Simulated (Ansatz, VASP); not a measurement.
Two plane-wave programs on MgO

Contents of INCAR:

```
SYSTEM = MgO
PREC = Accurate
ENCUT = 840
EDIFF = 1E-6
ISMEAR = 0
SIGMA = 0.05
LREAL = .False.
LASPH = .True.
NELM = 120
ALGO = Normal
ISIF = 2
LWAVE = .False.
LCHARG = .True.
LELF = .True.
LVHAR = .True.
NBANDS = 42
GGA_COMPAT = .False.
```

File KPOINTS:

```
Automatic mesh
0
Gamma
  6 6 6
  0 0 0
```

POSCAR

```
MgO
1.0
    4.1607146133      0.0000000000      0.0000000000
    0.0000000000     -4.1607146133      0.0000000000
    0.0000000000      0.0000000000     -4.1607146133
Mg O
4 4
Direct
   -0.0883731667      1.0883731667      1.0999828247
    0.5000000000      0.5000000000      1.0000000000
    0.5000000000      1.0000000000      0.5000000000
    0.0000000000      0.5000000000      0.5000000000
    0.5000000000      0.0000000000      0.0000000000
    0.0000000000      0.5000000000      0.0000000000
    0.0000000000      0.0000000000      0.5000000000
    0.5000000000      0.5000000000      0.5000000000
```

Input for Ansatz:

```yaml
crystal:
  lattice:
    - [4.1607146133, 0.0, 0.0]
    - [0.0, -4.1607146133, 0.0]
    - [0.0, 0.0, -4.1607146133]
  atoms:
    - { symbol: Mg, position: [-0.0883731667, 1.0883731667, 1.0999828247] }
    - { symbol: Mg, position: [0.5, 0.5, 1.0] }
    - { symbol: Mg, position: [0.5, 1.0, 0.5] }
    - { symbol: Mg, position: [0.0, 0.5, 0.5] }
    - { symbol: O, position: [0.5, 0.0, 0.0] }
    - { symbol: O, position: [0.0, 0.5, 0.0] }
    - { symbol: O, position: [0.0, 0.0, 0.5] }
    - { symbol: O, position: [0.5, 0.5, 0.5] }
basis:
  ecutwfc: 420
kpoints:
  mp_grid: { grid: [6, 6, 6] }
hamiltonian:
  xc: lda
  pseudopotentials: { kind: paw, azcp: { folder: soft_1 } }
scf:
  occupations: { method: gaussian, width: 0.05 }
output:
  forces: true
  stress: true
  eigenvalues: true
```

Alike in both runs: task single point; functional LDA; k mesh 6 × 6 × 6; occupations gaussian, width 0.05 eV; no spin polarisation.

|  | VASP | Ansatz |
| --- | --- | --- |
| version | VASP 6.6.1 | Ansatz 0.2.0 |
| potentials or method | VASP PAW LDA potentials, release 64 (Mg_sv, O), cutoff 840 eV | scalar-relativistic, plane waves, PAW |
| valence electrons in the cell | 64 | 64 |

Ansatz gave:

* gap on the k mesh at the Fermi level (eV): 4.85
* least direct gap on the mesh (eV): 4.85
* pressure (GPa): 12.5
* traceless stress, the component that is largest in VASP (GPa): -2.41
* rms of the force components (eV/Å): 1.735

**Question.** What did VASP give for the same quantities?

**Answer.** gap on the k mesh at the Fermi level (eV): 4.86; least direct gap on the mesh (eV): 4.86; pressure (GPa): 13.2; traceless stress, the component that is largest in VASP (GPa): -2.59; rms of the force components (eV/Å): 1.775.

Ansatz warns that its potentials were made for another functional, while VASP's fit it. LDA's correlation is that of Perdew and Zunger in VASP and of Perdew and Wang (1992) in Ansatz. Atom by atom the forces differ by 0.048 eV/Å (rms over components).
